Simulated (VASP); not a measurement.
**Zn2SeS: single point with LDA**

The system is Zn2SeS.

```
CELL_PARAMETERS angstrom
4.25135 0.00000 0.00000
0.00000 4.25135 0.00000
0.00000 0.00000 5.52212
ATOMIC_POSITIONS crystal
Zn 0.50000 0.00000 0.76306
Zn 0.00000 0.50000 0.23694
Se 0.00000 0.00000 0.50000
S 0.50000 0.50000 0.00000
```

This cell differs from its parent crystal: strain +0.0875 x Voigt [1, 1, 0, 0, 0, 0].

```json
{
  "Program": "VASP 6.6.1",
  "Task": "single point",
  "Functional": "LDA",
  "Potentials or basis": "VASP PAW LDA potentials, release 64 (Zn, Se, S)",
  "Cutoff": "520 eV",
  "k mesh": "8 × 8 × 6",
  "Occupations": "gaussian, width 0.05 eV",
  "Spin": "no spin polarisation",
  "Dipole correction": "no",
  "Further INCAR settings": "ALGO = Normal; EDIFF = 1e-06; NBANDS = 26"
}
```

```yaml
Pressure: -10.5 GPa
Largest_force: 0.046 eV/Å
Band_gap_on_the_k_mesh: 0.64 eV
```

Forces in eV/Å, atoms in the order of the input:
```
Zn   0.000  0.000 -0.046
Zn   0.000  0.000  0.046
Se   0.000  0.000  0.000
S    0.000  0.000  0.000
```

Stress tensor (GPa, compression positive):
```
-11.57   0.00   0.00
  0.00 -11.57   0.00
  0.00   0.00  -8.28
```

Levels at points of the mesh, in eV from the valence-band top:
```csv
k point,band 16,band 17,band 18,band 19,band 20,band 21
"(0.00, 0.00, 0.00)",-0.18,-0.18,0.00,0.64,2.87,3.02
"(0.50, 0.00, 0.00)",-1.91,-1.30,-0.77,3.35,3.63,5.55
"(0.50, 0.50, 0.00)",-1.62,-1.62,-1.59,3.05,3.47,3.63
"(0.00, 0.00, 0.50)",-1.51,-0.98,-0.98,3.00,3.41,3.95
"(0.50, 0.00, 0.50)",-0.70,-0.64,-0.59,2.08,2.34,5.99
"(0.50, 0.50, 0.50)",-2.27,-2.25,-2.16,5.00,5.00,5.53
```

It took 61 s on 1 thread of AMD EPYC 9R14 (Zen 4) (shared host), peak memory 0.24 GiB.

Caveat: the cell differs from its parent crystal (strain +0.0875 x Voigt [1, 1, 0, 0, 0, 0]); the cell stands under tension.
